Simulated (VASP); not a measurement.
Runs of VASP 6.6.1 on Ta. The structure is that of space group P6_3/mmc (No. 194), or close to it. The cells are those of the table. This isn't the form of Ta at room conditions, which is bcc.

| task | cell | cutoff (eV) | gap on the mesh (eV) | pressure (GPa) | relaxed volume (Å³/atom) |
| --- | --- | --- | --- | --- | --- |
| relaxation of cell and atoms | relaxed from a = 2.908, b = 2.908, c = 4.711 Å, angles 90.0, 90.0, 120.0°, 2 atoms | 600 | none | 0.0 | 17.73 |
| single point | a = 2.839, b = 2.839, c = 5.063 Å, angles 90.0, 90.0, 120.0°, 2 atoms | 520 | none | 0.8 | - |
| relaxation of cell and atoms | relaxed from a = 2.839, b = 2.839, c = 5.063 Å, angles 90.0, 90.0, 120.0°, 2 atoms | 600 | none | 0.0 | 17.74 |
| single point | a = 2.838, b = 2.838, c = 5.062 Å, angles 90.0, 90.0, 120.0°, 2 atoms | 520 | none | (a) | - |

Alike in all rows: level LDA; potentials or basis VASP PAW LDA potentials, release 64 (Ta_pv); no spin polarisation; k mesh 16 × 16 × 9; smearing fermi-dirac 0.05 eV.

Question: Fill in the values left out.

Answer: (a) 0.9.

Caveats: spin-orbit coupling is left out, which moves the levels of the heavy elements.

A k mesh can miss the band edges, and the runs leave out spin-orbit coupling on Ta.

A gap of «none» marks levels without a gap at the run's occupations.
